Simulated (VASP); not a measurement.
## NbSi15O32 (a cell with a defect): single point with PBE

The system is NbSi15O32 (a cell with a defect).

```
Nb Si O
1.0
    -4.98200    4.98200    6.96300
     4.98200   -4.98200    6.96300
     4.98200    4.98200   -6.96300
Nb Si O
1 15 32
Direct
  0.14949 0.14949 0.29897
  0.64948 0.64948 0.29897
  0.64948 0.14949 0.79897
  0.14949 0.64948 0.79897
  0.52448 0.22551 0.50000
  0.02448 0.72552 0.50000
  0.02448 0.22551 0.00000
  0.52448 0.72552 0.00000
  0.60052 0.60052 0.70103
  0.10051 0.10051 0.70103
  0.10051 0.60052 0.20103
  0.60052 0.10051 0.20103
  0.47552 0.77448 0.50000
  0.97552 0.27448 0.50000
  0.97552 0.77448 0.00000
  0.47552 0.27448 0.00000
  0.14080 0.20901 0.17168
  0.64080 0.70901 0.17168
  0.64080 0.20901 0.67168
  0.14080 0.70901 0.67168
  0.58401 0.41233 0.56821
  0.08401 0.91233 0.56821
  0.08401 0.41233 0.06821
  0.58401 0.91233 0.06821
  0.78733 0.71912 0.82832
  0.28733 0.21912 0.82832
  0.28733 0.71912 0.32832
  0.78733 0.21912 0.32832
  0.59412 0.76580 0.43179
  0.09412 0.26580 0.43179
  0.09412 0.76580 0.93179
  0.59412 0.26580 0.93179
  0.48420 0.65588 0.56821
  0.98420 0.15588 0.56821
  0.98420 0.65588 0.06821
  0.48420 0.15588 0.06821
  0.54099 0.60920 0.82832
  0.04099 0.10920 0.82832
  0.04099 0.60920 0.32832
  0.54099 0.10920 0.32832
  0.33767 0.16599 0.43179
  0.83767 0.66599 0.43179
  0.83767 0.16599 0.93179
  0.33767 0.66599 0.93179
  0.53088 0.46267 0.17168
  0.03088 0.96267 0.17168
  0.03088 0.46267 0.67168
  0.53088 0.96267 0.67168
```

```
Program                : VASP 6.6.1
Task                   : single point
Functional             : PBE
Potentials or basis    : VASP PAW PBE potentials, release 64 (Nb_sv, Si, O)
Cutoff                 : 520 eV
k mesh                 : 3 × 3 × 3
Occupations            : fermi-dirac, width 0.01 eV
Spin                   : no spin polarisation
Dipole correction      : no
Charge                 : 1
Further INCAR settings : LREAL = Auto; ALGO = Normal; EDIFF = 1e-07; NBANDS = 162; NELECT = 264.0
```

```yaml
Largest_force: 14.745 eV/Å
```

Forces in eV/Å, atoms in the order of the input:
```
Nb    0.257   0.257   0.000
Si    0.109   0.109   0.000
Si    0.255  -0.104  -0.437
Si   -0.104   0.255   0.437
Si   -0.610   2.331   1.777
Si   -0.050  -0.053  -0.166
Si   -0.564  -2.379   1.529
Si   -0.010   0.338  -0.137
Si    0.303  -0.360   0.062
Si   -0.360   0.303  -0.062
Si    0.134   0.134   0.000
Si   -0.520  -0.520   0.000
Si   -0.053  -0.050   0.166
Si    2.331  -0.610  -1.777
Si   -2.379  -0.564  -1.529
Si    0.338  -0.010   0.137
O    -2.819  -8.604  11.637
O    -0.098   0.001   0.475
O    -0.079  -0.197   0.415
O    -0.069   0.205   0.263
O    -0.370  -0.276  -0.111
O     0.027  -0.154   0.541
O    -0.297   0.148   0.050
O     0.032  -0.037   0.507
O     0.301   0.248   0.686
O     0.018  -0.328   0.347
O     0.102  -0.273   0.349
O    -0.101   0.357   0.796
O     0.205   0.065   0.326
O    13.600  -1.680  -3.865
O     0.935   0.042   0.244
O    -0.076   0.094   0.496
O    -0.154   0.027  -0.541
O    -0.276  -0.370   0.111
O     0.148  -0.297  -0.050
O    -0.037   0.032  -0.507
O    -0.328   0.018  -0.347
O     0.248   0.301  -0.686
O    -0.273   0.102  -0.349
O     0.357  -0.101  -0.796
O    -1.680  13.600   3.865
O     0.065   0.205  -0.326
O     0.042   0.935  -0.244
O     0.094  -0.076  -0.496
O     0.001  -0.098  -0.475
O    -8.604  -2.819 -11.637
O    -0.197  -0.079  -0.415
O     0.205  -0.069  -0.263
```

Levels at points of the mesh, in eV from the Fermi level:
```csv
k point,band 129,band 130,band 131,band 132,band 133,band 134,band 135,band 136
"(0.00, 0.00, 0.00)",-0.61,-0.49,-0.49,-0.33,5.10,5.42,5.51,7.03
```

Run time: 60 min on 1 thread of Intel(R) Xeon(R) Platinum 8375C CPU @ 2.90GHz (Ice Lake), with other jobs on the host, peak memory 1.4 GiB.

Caveat: the cell carries a net charge on a neutralising background, which shifts energy and pressure; the cell is charged against a uniform background, so pressure and absolute levels hang on convention.
